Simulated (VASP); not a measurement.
Write the native input for VASP 6.6.1 that does the following.

| Quantity | Value |
| --- | --- |
| Task | single point |
| Functional | LDA |
| Potentials or basis | VASP PAW LDA potentials, release 64 (Sb) |
| Cutoff | 520 eV |
| k mesh | 24 × 24 × 24 |
| Occupations | gaussian, width 0.15 eV |
| Spin | no spin polarisation |
| Dipole correction | no |
| Further INCAR settings | ALGO = Normal; EDIFF = 1e-06; NBANDS = 8 |

The structure of Sb lies in POSCAR:

```
Sb
1.0
   -1.5272406777      1.5272406777      2.8898476584
    1.5272406777     -1.5272406777      2.8898476584
    1.5272406777      1.5272406777     -2.8898476584
Sb
1
Direct
    0.0000000000      0.0000000000      0.0000000000
```

This cell differs from its parent crystal: ratio of the length along z to the lengths across it x 1.1, volume and fractional coordinates fixed.

One way to write it, as run:

INCAR

```
SYSTEM = Sb
  PREC = Accurate
  ENCUT = 520
  EDIFF = 1E-6
  ISMEAR = 0
  SIGMA = 0.15
  LREAL = .FALSE.
  LASPH = .TRUE.
  NELM = 100
  ALGO = Normal
  ISIF = 2
  LWAVE = .FALSE.
  LCHARG = .FALSE.
  GGA = CA
  NBANDS = 8
```

KPOINTS

```
regular mesh
0
G
  24 24 24
  0 0 0
```

Potentials or basis: VASP PAW LDA potentials, release 64 (Sb).

The run is started by

```bash
$ cat potpaw_LDA.64/Sb/POTCAR > POTCAR
$ mpirun -np 1 vasp_std > vasp.out
```

It gave:

The pressure is -0.8 GPa.

It took 74 s on 1 thread of Intel(R) Xeon(R) 6975P-C (Granite Rapids), on a shared host, peak memory 0.33 GiB.
